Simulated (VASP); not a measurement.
# Sb2S (P6/mmm) in VASP: a series of runs

The runs below take Sb2S through single point, relaxation of cell and atoms, with PBE.

Everything below comes from runs of VASP 6.6.1. Logs are shortened: lines on timing, memory, paths and dates and some standing lists are left out, and cuts for length are marked.

## (1) The cell of the first run

It takes space group P6/mmm (No. 191, hexagonal). Conventional cell: a = 3.337 Å, b = 3.337 Å, c = 8.168 Å, α = 90.00°, β = 90.00°, γ = 120.00°. Within 3.4 Å of Sb (site symmetry 6mm) lie 1 S at 2.53 Å and 7 Sb at 3.10 to 3.34 Å. Within 3.4 Å of S (site symmetry 6/mmm) lie 2 Sb at 2.53 Å and 6 S at 3.34 Å.

The cell was generated, and may not be a known phase.

## (2) Single point, PBE

The input, INCAR:

```
SYSTEM = Sb2S
PREC = Accurate
ENCUT = 520
EDIFF = 1E-7
ISMEAR = 0
SIGMA = 0.1
LREAL = .FALSE.
LASPH = .TRUE.
NELM = 100
ALGO = Normal
ISIF = 2
LWAVE = .FALSE.
LCHARG = .FALSE.
GGA = PE
NBANDS = 15
```

The input, KPOINTS:

```
regular mesh
0
G
  6 6 4
  0 0 0
```

The input, POSCAR:

```
Sb2S
1.0
    3.3369129368      0.0000000000      0.0000000000
   -1.6684564684      2.8898513735      0.0000000000
    0.0000000000      0.0000000000      8.1681754289
Sb S
2 1
Direct
    0.0000000000      0.0000000000      0.1896822785
    0.0000000000      0.0000000000      0.8103177215
    0.0000000000      0.0000000000      0.5000000000
```

Potentials or basis: VASP PAW PBE potentials, release 64 (Sb, S).

Command:

```
> cat potpaw_PBE.64/Sb/POTCAR potpaw_PBE.64/S/POTCAR > POTCAR
> mpirun -np 1 vasp_std > vasp.out
```

OUTCAR:

```text
SYSTEM = Sb2S
   PREC = Accurate
   ENCUT = 520
   EDIFF = 1E-7
   ISMEAR = 0
   LREAL = .FALSE.
   LASPH = .TRUE.
   NELM = 100
   ISIF = 2
   GGA = PE

 ion  position               nearest neighbor table
   1  0.000  0.000  0.190-   3 2.53   2 3.10
   2  0.000  0.000  0.810-   3 2.53   1 3.10
   3  0.000  0.000  0.500-   1 2.53   2 2.53

  LATTYP: Found a hexagonal cell.
 ALAT       =     3.3369129368
 C/A-ratio  =     2.4478239569

  Lattice vectors:

 A1 = (   3.3369129368,   0.0000000000,   0.0000000000)
 A2 = (  -1.6684564684,   2.8898513735,   0.0000000000)
 A3 = (   0.0000000000,   0.0000000000,   8.1681754289)

Analysis of symmetry for initial positions (statically):
=====================================================================
 Subroutine PRICEL returns:
 Original cell was already a primitive cell.

 Routine SETGRP: Setting up the symmetry group for a
 hexagonal supercell.

 Subroutine GETGRP returns: Found 24 space group operations
 (whereof 24 operations were pure point group operations)
 out of a pool of 24 trial point group operations.

The static configuration has the point symmetry D_6h.

Analysis of symmetry for dynamics (positions and initial velocities):
=====================================================================
 Subroutine PRICEL returns:
 Original cell was already a primitive cell.

 Routine SETGRP: Setting up the symmetry group for a
 hexagonal supercell.

 Subroutine GETGRP returns: Found 24 space group operations
 (whereof 24 operations were pure point group operations)
 out of a pool of 24 trial point group operations.

The dynamic configuration has the point symmetry D_6h.

 Subroutine INISYM returns: Found 24 space group operations
 (whereof 24 operations are pure point group operations),
 and found     1 'primitive' translations

----------------------------------------------------------------------------------------

                                     Primitive cell

  volume of cell :      78.7672

  direct lattice vectors                    reciprocal lattice vectors
     3.336912937  0.000000000  0.000000000     0.299678181  0.173019279  0.000000000
    -1.668456468  2.889851373  0.000000000     0.000000000  0.346038557  0.000000000
     0.000000000  0.000000000  8.168175429     0.000000000  0.000000000  0.122426362

  length of vectors
     3.336912937  3.336912937  8.168175429     0.346038557  0.346038557  0.122426362

  position of ions in fractional coordinates (direct lattice)
     0.000000000  0.000000000  0.189682279
[... 88 lines left out ...]
   NUPDOWN=      -1.0000    fix difference up-down
   EMIN   =  10.00;   EMAX   =-10.00  energy-range for DOS
   EFERMI =   0.00;   METHOD = LEGACY
   ISMEAR =     0;   SIGMA  =   0.10  broadening in eV -4-tet -1-fermi 0-gaus
   EFERMI_NEDOS =   21; number of points for ismear=-14 and -15
   IALGO  =     38    algorithm
   IMIX   =      4    mixing-type and parameters
     AMIX     =   0.40;   BMIX     =  1.00
     AMIX_MAG =   1.60;   BMIX_MAG =  1.00
  volume/ion in A,a.u.               =      26.26       177.18
  Fermi-wavevector in a.u.,A,eV,Ry     =   0.962350  1.818578 12.600592  0.926117
  Thomas-Fermi vector in A             =   2.091801
   LORBIT       =      0    0 simple, 1 ext, 2 COOP (PROOUT), +10 PAW based schemes
   GGA     = PE    functional components
   LHFCALC =     F    Hartree Fock is set to
   AEXX    =    0.0000 exact exchange contribution
   IVDW    =     0    specifies the selected vdW correction
   LEPSILON=     F    determine dielectric tensor
   LRPA    =     F    only Hartree local field effects (RPA)
 non-spin polarized calculation
 Gauss-broadening in eV      SIGMA  =   0.10
  energy-cutoff  :      520.00
  volume of cell :       78.77
 maximum number of plane-waves:      2148
 NGX is ok and might be reduce to    28
   NGX = 13   NGY = 13   NGZ = 31

 number of electron      16.0000000 magnetization

 Free energy of the ion-electron system (eV)
  ---------------------------------------------------
  ext. energy  EPLUGINS =         0.00000000
  ---------------------------------------------------
  free energy    TOTEN  =       -11.46781166 eV

  energy without entropy =      -11.45500212  energy(sigma->0) =      -11.46140689

 E-fermi :   6.4867     XC(G=0):  -9.7523

 val. band max:        6.4824394962   @ k =   0.1667   0.1667   0.2500
 cond. band min:       6.5325865201   @ k =   0.3333   0.3333   0.0000
 fundamental gap:      0.0501470239
 Fermi energy:         6.4867058468

 k-point     1 :       0.0000    0.0000    0.0000
  band No.  band energies     occupation
      1      -7.3057      2.00000
      2      -4.5553      2.00000
      3      -4.5040      2.00000
      4       2.5420      2.00000
      5       3.6730      2.00000
      6       6.8622      0.00000
      7       6.8622      0.00000
      8      11.2629      0.00000
      9      11.2629      0.00000
     10      11.3701      0.00000
     11      11.6957      0.00000
     12      11.6957      0.00000
     13      13.2780      0.00000
     14      15.4976      0.00000
[... 347 lines left out ...]
      2      -2.2242      2.00000
      3       0.3715      2.00000
      4       2.3942      2.00000
      5       2.8962      2.00000
      6       2.8962      2.00000
      7       3.1502      2.00000
      8       3.1502      2.00000
      9       5.4891      2.00000
     10       5.4891      2.00000
     11      10.3530      0.00000
     12      10.5694      0.00000
     13      11.0452      0.00000
     14      11.0452      0.00000
     15      16.4486      0.00000

------------------------ aborting loop because EDIFF is reached ----------------------------------------

  FORCE on cell =-STRESS in cart. coord.  units (eV):
  Direction    XX          YY          ZZ          XY          YZ          ZX
  --------------------------------------------------------------------------------------
  -------------------------------------------------------------------------------------
  Total       -0.1923361     -0.1923361      0.0361236      0.0000000      0.0000000      0.0000000
  in kB       -3.9122442     -3.9122442      0.7347784      0.0000000      0.0000000      0.0000000
  external PRESSURE =      -2.3632367 kB  Pullay stress =       0.0000000 kB

 VOLUME and BASIS-vectors are now :
 -----------------------------------------------------------------------------
  energy-cutoff  :      520.00
  volume of cell :       78.77
      direct lattice vectors                 reciprocal lattice vectors
     3.336912937  0.000000000  0.000000000     0.299678181  0.173019279  0.000000000
    -1.668456468  2.889851373  0.000000000     0.000000000  0.346038557  0.000000000
     0.000000000  0.000000000  8.168175429     0.000000000  0.000000000  0.122426362

 POSITION                                       TOTAL-FORCE (eV/Angst)
 -----------------------------------------------------------------------------------
      0.00000      0.00000      1.54936        -0.000000      0.000000     -0.024277
      0.00000      0.00000      6.61882         0.000000     -0.000000      0.024277
      0.00000      0.00000      4.08409         0.000000     -0.000000      0.000000
 -----------------------------------------------------------------------------------
    total drift:                                0.000000      0.000000      0.000000

  FREE ENERGIE OF THE ION-ELECTRON SYSTEM (eV)
  ---------------------------------------------------
  free  energy   TOTEN  =       -11.4678116597 eV

  energy  without entropy=      -11.4550021164  energy(sigma->0) =      -11.46140689
```

OSZICAR:

```text
N       E                     dE             d eps       ncg     rms          rms(c)
DAV:   1     0.687570175157E+02    0.68757E+02   -0.54857E+03   630   0.855E+02
DAV:   2    -0.661126739276E+01   -0.75368E+02   -0.70347E+02   873   0.145E+02
DAV:   3    -0.121261973754E+02   -0.55149E+01   -0.54107E+01   763   0.438E+01
DAV:   4    -0.121859005227E+02   -0.59703E-01   -0.59670E-01   833   0.548E+00
DAV:   5    -0.121868569273E+02   -0.95640E-03   -0.95639E-03   785   0.708E-01    0.763E+00
DAV:   6    -0.116844892276E+02    0.50237E+00   -0.16346E+00   760   0.909E+00    0.562E+00
DAV:   7    -0.114676013519E+02    0.21689E+00   -0.55525E-01   771   0.493E+00    0.297E+00
DAV:   8    -0.114673679775E+02    0.23337E-03   -0.99488E-02   770   0.176E+00    0.464E-01
DAV:   9    -0.114677628629E+02   -0.39489E-03   -0.22310E-03   777   0.297E-01    0.189E-01
DAV:  10    -0.114677847106E+02   -0.21848E-04   -0.44659E-04   757   0.126E-01    0.657E-02
DAV:  11    -0.114678109710E+02   -0.26260E-04   -0.55100E-05   791   0.490E-02    0.126E-02
DAV:  12    -0.114678116049E+02   -0.63389E-06   -0.61852E-06   812   0.160E-02    0.563E-03
DAV:  13    -0.114678119765E+02   -0.37162E-06   -0.10445E-06   827   0.698E-03    0.216E-03
DAV:  14    -0.114678117424E+02    0.23416E-06   -0.18614E-07   655   0.315E-03    0.718E-04
DAV:  15    -0.114678116597E+02    0.82623E-07   -0.39258E-08   462   0.169E-03
   1 F= -.11467812E+02 E0= -.11461407E+02  d E =-.128095E-01
```

It took 53 s on 1 thread of AMD EPYC 7R13, shared host; peak memory 0.18 GiB.

What came out:

* Free energy: -11.4678 eV
* Pressure: -0.2 GPa
* Largest force: 0.024 eV/Å
* Band gap on the k mesh: zero (bands 8 and 9 overlap by 6.63 eV)

Forces in eV/Å, atoms in the order of the input:
```
Sb   0.000  0.000 -0.024
Sb   0.000  0.000  0.024
S    0.000  0.000  0.000
```

Caveat: the k points lie up to 0.36 Å⁻¹ apart, too coarse for converged energies and pressures of a metal; spin-orbit coupling is left out, which moves the levels of the heavy elements.

## (3) Single point, PBE

This run uses another cell than the first one, of 27.70 Å³/atom.

The input, INCAR:

```
PREC = Accurate
ENCUT = 520
EDIFF = 1E-6
ISMEAR = 0
SIGMA = 0.1
LREAL = F
LASPH = T
NELM = 60
ALGO = Normal
ISIF = 2
LWAVE = F
LCHARG = F
GGA = PE
NBANDS = 15
```

The input, KPOINTS:

```
regular mesh
0
Gamma
  6 6 4
```

The input, POSCAR:

```
Sb2S
1.0
    3.9723351400      0.0000000000      0.0000000000
   -1.9861675700      3.4401431400      0.0000000000
    0.0000000000      0.0000000000      6.0810711700
Sb S
2 1
Direct
    0.0000000000      0.0000000000      0.2593797000
    0.0000000000      0.0000000000      0.7406203000
    0.0000000000      0.0000000000      0.5000000000
```

Potentials or basis: VASP PAW PBE potentials, release 64 (Sb, S).

Command:

```
> cat potpaw_PBE.64/Sb/POTCAR potpaw_PBE.64/S/POTCAR > POTCAR
> mpirun -np 1 vasp_std > vasp.out
```

Run time: 48 s. Hardware: 1 thread of AMD EPYC 7R13, shared host; peak memory 0.17 GiB.

It converged, with:

| Item | Value |
| --- | --- |
| Free energy | 41.4182 eV |
| Pressure | 213.1 GPa |
| Largest force | 110.637 eV/Å |
| Band gap on the k mesh | zero (bands 8 and 9 overlap by 0.14 eV) |

Forces on the atoms (eV/Å):
```
Sb     0.000    0.000 -110.637
Sb     0.000    0.000  110.637
S      0.000    0.000    0.000
```

Stress tensor (GPa, compression positive):
```
  3.40   0.00   0.00
  0.00   3.40   0.00
  0.00   0.00 632.37
```

Levels at points of the mesh, in eV from the Fermi level:
```csv
k point,band 6,band 7,band 8,band 9,band 10,band 11
"(0.00, 0.00, 0.00)",-1.12,-0.59,-0.59,0.86,3.10,3.10
"(0.50, 0.00, 0.00)",-3.55,-1.28,-0.80,0.13,0.87,2.80
"(0.00, 0.00, 0.50)",-4.57,-1.05,-1.05,1.07,3.13,3.13
"(0.50, 0.00, 0.50)",-4.13,-3.27,-1.80,0.79,1.00,4.19
```

Caveat: atoms lie so close that the PAW spheres overlap strongly, which falsifies energies and pressures; the stress differs along the axes, from 3 to 632 GPa; semilocal functionals underestimate gaps, and a narrow one can read as zero; spin-orbit coupling is left out, which moves the levels of the heavy elements; this functional lacks dispersion, which binds layers or chains, so the pressure and a relaxed spacing across them are unreliable; forces of over 1 eV/Å act on the atoms, so gaps and moduli don't describe the material at rest.

## (4) Single point, PBE

This run uses another cell than the first one, of 26.37 Å³/atom.

The input, INCAR:

```
PREC = Accurate
ENCUT = 520
EDIFF = 1E-7
ISMEAR = 0
SIGMA = 0.1
LREAL = F
LASPH = T
NELM = 100
ALGO = Normal
ISIF = 2
LWAVE = F
LCHARG = F
GGA = PE
NBANDS = 15
```

The input, KPOINTS:

```
Automatic mesh
0
Gamma
  18 18 6
```

The input, POSCAR:

```
Sb2S
1.0
    3.3231695852      0.0000000000      0.0000000000
   -1.6615847926      2.8779492819      0.0000000000
    0.0000000000      0.0000000000      8.2709732282
Sb S
2 1
Direct
    0.0000000000      0.0000000000      0.1953351045
    0.0000000000      0.0000000000      0.8046648955
    0.0000000000      0.0000000000      0.5000000000
```

Command:

```
> cat potpaw_PBE.64/Sb/POTCAR potpaw_PBE.64/S/POTCAR > POTCAR
> mpirun -np 1 vasp_std > vasp.out
```

It took 6.3 min on 1 thread of AMD EPYC 7R13, shared host; peak memory 0.29 GiB.

The run converged. Its results:

| Property | Result |
| --- | --- |
| Free energy | -11.4339 eV |
| Pressure | -0.1 GPa |
| Band gap on the k mesh | zero (bands 8 and 9 overlap by 6.52 eV) |

Stress tensor (GPa, compression positive):
```
-0.06  0.00  0.00
 0.00 -0.06  0.00
 0.00  0.00 -0.14
```

Levels at points of the mesh, in eV from the Fermi level:
```
           k point  band 4  band 5  band 6  band 7  band 8  band 9  band 10  band 11  band 12  band 13
(0.00, 0.00, 0.00)   -4.08   -2.74    0.50    0.50    4.66    5.04     5.04     5.25     5.25     6.88
(0.50, 0.00, 0.00)   -5.34   -3.99   -2.92   -2.34   -0.64   -0.23     2.38     2.51     4.84     5.48
(0.00, 0.00, 0.50)   -5.99    0.52    0.52    1.10    1.19    4.52     4.52     5.90     5.90     6.93
(0.50, 0.00, 0.50)   -4.92   -4.82   -4.21   -2.30   -0.60    1.76     3.22     3.25     3.38     3.38
```

Caveat: spin-orbit coupling is left out, which moves the levels of the heavy elements.

## (5) Relaxation of cell and atoms, PBE

The input, INCAR:

```
SYSTEM = Sb2S
ALGO = Normal
EDIFF = 1E-6
EDIFFG = -0.01
ENCUT = 600
GGA = PE
IBRION = 2
ISIF = 3
ISMEAR = 0
LASPH = .TRUE.
LCHARG = .FALSE.
LREAL = .FALSE.
LWAVE = .FALSE.
NELM = 100
NSW = 100
PREC = Accurate
SIGMA = 0.1
```

The input, KPOINTS:

```
k-points
0
G
  18 18 6
  0 0 0
```

The input, POSCAR:

```
Sb2S
1.0
    3.3369129368      0.0000000000      0.0000000000
   -1.6684564684      2.8898513735      0.0000000000
    0.0000000000      0.0000000000      8.1681754289
Sb S
2 1
Direct
    0.0000000000      0.0000000000      0.1896822785
    0.0000000000      0.0000000000      0.8103177215
    0.0000000000      0.0000000000      0.5000000000
```

Command:

```
> cat potpaw_PBE.64/Sb/POTCAR potpaw_PBE.64/S/POTCAR > POTCAR
> mpirun -np 1 vasp_std > vasp.out
```

It took 19 min on 1 thread of AMD EPYC 7R13, shared host; peak memory 0.33 GiB.

The run converged. Its results:

- Free energy: -11.4340 eV
- Relaxed volume: 26.34 Å³/atom
- Relaxed cell: a = 3.323 Å, b = 3.323 Å, c = 8.261 Å, α = 90.00°, β = 90.00°, γ = 120.00°
- Space group after relaxing (to 0.1 Å): P6/mmm (No. 191)
- Energy gained by relaxing: 4.8 meV/atom
- Ionic steps: 8
- Pressure after relaxing: 0.0 GPa
- Largest force after relaxing: 0.008 eV/Å
- Band gap on the k mesh: zero (bands 8 and 9 overlap by 6.54 eV)

Forces in eV/Å, atoms in the order of the input:
```
Sb   0.000  0.000  0.008
Sb   0.000  0.000 -0.008
S    0.000  0.000  0.000
```

The path:
```
step  energy change (eV)  largest force (eV/Å)  pressure (GPa)  volume (Å³)
   1              0.0000                0.2771           -0.05        78.77
   2             -0.0087                0.1695           -0.06        78.68
   3             -0.0135                0.0504           -0.01        78.54
   4             -0.0141                0.0236            0.16        78.51
   5             -0.0141                0.0168            0.20        78.50
   6             -0.0144                0.0168            0.02        78.86
   7             -0.0145                0.0172           -0.05        79.01
   8             -0.0145                0.0084           -0.01        79.01
```

Final structure:
```
Sb S
1.0
     3.32335    0.00000    0.00000
    -1.66167    2.87810    0.00000
     0.00000    0.00000    8.26065
Sb S
2 1
Direct
  0.00000 0.00000 0.19506
  0.00000 0.00000 0.80494
  0.00000 0.00000 0.50000
```

Levels at points of the mesh, in eV from the Fermi level:
| k point | band 4 | band 5 | band 6 | band 7 | band 8 | band 9 | band 10 | band 11 | band 12 |
| --- | --- | --- | --- | --- | --- | --- | --- | --- | --- |
| (0.00, 0.00, 0.00) | -4.08 | -2.74 | 0.50 | 0.50 | 4.68 | 5.03 | 5.03 | 5.25 | 5.25 |
| (0.50, 0.00, 0.00) | -5.34 | -3.99 | -2.93 | -2.34 | -0.64 | -0.24 | 2.37 | 2.51 | 4.85 |
| (0.00, 0.00, 0.50) | -6.00 | 0.52 | 0.52 | 1.12 | 1.20 | 4.51 | 4.51 | 5.90 | 5.90 |
| (0.50, 0.00, 0.50) | -4.92 | -4.83 | -4.22 | -2.29 | -0.60 | 1.75 | 3.23 | 3.25 | 3.38 |

Caveat: spin-orbit coupling is left out, which moves the levels of the heavy elements.

## (6) Summary

| task | cell | k mesh | cutoff (eV) | gap on the mesh (eV) | pressure (GPa) | largest force (eV/Å) |
| --- | --- | --- | --- | --- | --- | --- |
| single point | a = 3.337, b = 3.337, c = 8.168 Å, angles 90.0, 90.0, 120.0°, 3 atoms, atomic positions A | 6 × 6 × 4 | 520 | none | -0.2 | 0.02 |
| single point | a = 3.972, b = 3.972, c = 6.081 Å, angles 90.0, 90.0, 120.0°, 3 atoms, atomic positions B | 6 × 6 × 4 | 520 | none | 213.1 | 110.64 |
| single point | a = 3.323, b = 3.323, c = 8.271 Å, angles 90.0, 90.0, 120.0°, 3 atoms, atomic positions C | 18 × 18 × 6 | 520 | none | -0.1 | - |
| relaxation of cell and atoms | relaxed from a = 3.337, b = 3.337, c = 8.168 Å, angles 90.0, 90.0, 120.0°, 3 atoms, atomic positions A | 18 × 18 × 6 | 600 | none | 0.0 | 0.01 |

Alike in all rows: level PBE; potentials or basis VASP PAW PBE potentials, release 64 (Sb, S); no spin polarisation; smearing gaussian 0.1 eV.

Caveats: some runs use coarse meshes; spin-orbit coupling is left out, which moves the levels of the heavy elements; atoms lie so close that the PAW spheres overlap strongly, which falsifies energies and pressures (at least some runs); the stress differs along the axes, from 3 to 632 GPa (at least some runs); semilocal functionals underestimate gaps, and a narrow one can read as zero (at least some runs); this functional lacks dispersion, which binds layers or chains, so the pressure and a relaxed spacing across them are unreliable (at least some runs); forces of over 1 eV/Å act on the atoms, so gaps and moduli don't describe the material at rest (at least some runs).

Absolute energies hang on the potentials; compare differences alone.

The gap in the log of VASP goes by the Fermi energy; the results here count the filled bands.